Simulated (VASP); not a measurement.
A run of VASP 6.6.1 is set up as follows.

POSCAR

```
Zn
1.0
   -1.5935815700      1.7766151400      1.7460215800
    1.5039206500     -1.5066388000      1.3863843100
    1.5441115400      1.4571687700     -1.4760452300
Zn
1
Direct
    0.0000000000      0.0000000000      0.0000000000
```

INCAR.step1

```
SYSTEM = Zn
PREC = Accurate
ENCUT = 520
EDIFF = 1E-5
ISMEAR = -1
SIGMA = 0.05
LREAL = .False.
LASPH = .True.
NELM = 60
ALGO = Normal
ISIF = 2
LWAVE = .True.
LCHARG = .False.
NBANDS = 12
GGA = PE
```

File INCAR.step2:

```
SYSTEM = Zn
PREC = Accurate
ENCUT = 520
EDIFF = 1E-6
ISMEAR = -1
SIGMA = 0.05
LREAL = .False.
LASPH = .True.
NELM = 60
ALGO = Normal
ISIF = 2
LWAVE = .False.
LCHARG = .False.
GGA = B3
LHFCALC = .True.
AEXX = 0.2
AGGAX = 0.72
AGGAC = 0.81
ALDAC = 0.19
PRECFOCK = Normal
NBANDS = 12
ISTART = 1
```

File KPOINTS:

```
regular mesh
0
Gamma
  6 6 6
  0 0 0
```

Potentials or basis: VASP PAW PBE potentials, release 64 (Zn).

Command:

```sh
$ cat potpaw_PBE.64/Zn/POTCAR > POTCAR
$ cp INCAR.step1 INCAR
$ mpirun -np 1 vasp_std > vasp.out
$ cp INCAR.step2 INCAR
$ mpirun -np 1 vasp_std > vasp.out
```

Task: What does it give for the pressure?

Result: 6.7 GPa.

Task: Estimate the band gap on the k mesh.

Result: Zero (bands 6 and 7 overlap by 7.52 eV).

Stress tensor (GPa, compression positive):
```
 8.02 -0.58 -0.46
-0.58  5.67 -0.11
-0.46 -0.11  6.37
```

Caveat: the k points lie up to 0.47 Å⁻¹ apart, too coarse for converged energies and pressures of a metal; the PAW data sets were made with another functional, which shifts forces and pressure a little.
